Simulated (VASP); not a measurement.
**PrAl3Mo2: single point with PBE**

PrAl3Mo2:

```
Pr Al Mo
1.0
     3.37428    0.00000    0.00000
     0.00000    3.37428    0.00000
     0.00000    0.00000    9.95688
Pr Al Mo
1 3 2
Direct
  0.00000 0.00000 0.00000
  0.50000 0.50000 0.23149
  0.50000 0.50000 0.50000
  0.50000 0.50000 0.76851
  0.00000 0.00000 0.37467
  0.00000 0.00000 0.62533
```

The cell was built from a structure type or drawn by symmetry, and may not be a known phase.

```
Program             : VASP 6.6.1
Task                : single point
Functional          : PBE
Potentials or basis : VASP PAW PBE potentials, release 64 (Pr_3, Al, Mo_sv), 4f in core
Cutoff              : 500 eV
k mesh              : 12 × 12 × 4
Occupations         : gaussian, width 0.1 eV
Spin                : no spin polarisation
```

The pressure is 0.2 GPa, the largest force is 0.024 eV/Å and the band gap on the k mesh is zero (bands 24 and 25 overlap by 1.44 eV).

Forces in eV/Å, atoms in the order of the input:
```
Pr   0.000  0.000  0.000
Al   0.000  0.000 -0.009
Al   0.000  0.000  0.000
Al   0.000  0.000  0.009
Mo   0.000  0.000 -0.024
Mo   0.000  0.000  0.024
```

Stress tensor (GPa, compression positive):
```
0.12 0.00 0.00
0.00 0.12 0.00
0.00 0.00 0.23
```

Levels at points of the mesh, in eV from the Fermi level:
```csv
k point,band 20,band 21,band 22,band 23,band 24,band 25,band 26,band 27,band 28,band 29
"(0.00, 0.00, 0.00)",-1.75,-1.67,-1.67,-0.67,0.20,0.71,0.71,0.90,2.57,2.70
"(0.50, 0.00, 0.00)",-1.75,-1.36,-1.24,-0.82,-0.59,-0.36,0.22,0.56,1.31,1.93
"(0.50, 0.50, 0.00)",-2.26,-1.73,-1.73,0.33,0.81,0.81,1.33,1.77,1.80,1.87
"(0.00, 0.00, 0.50)",-1.68,-1.68,-1.45,-0.63,0.20,0.86,0.86,0.90,2.02,2.55
"(0.50, 0.00, 0.50)",-1.53,-1.50,-1.25,-0.83,-0.80,-0.59,0.03,0.80,1.37,1.94
"(0.50, 0.50, 0.50)",-2.11,-2.11,-2.05,-0.39,0.07,0.90,0.90,1.80,2.19,2.73
```

Run time: 3.4 min on 1 thread of AMD EPYC 9R14 (Zen 4), on a shared host, peak memory 0.4 GiB.

Caveat: spin-orbit coupling is left out, which moves the levels of the heavy elements; the 4f electrons are frozen in the core, so they carry no moment and show no levels. Spin polarisation is off, so any magnetic state and its effect on volume and gap are missing.
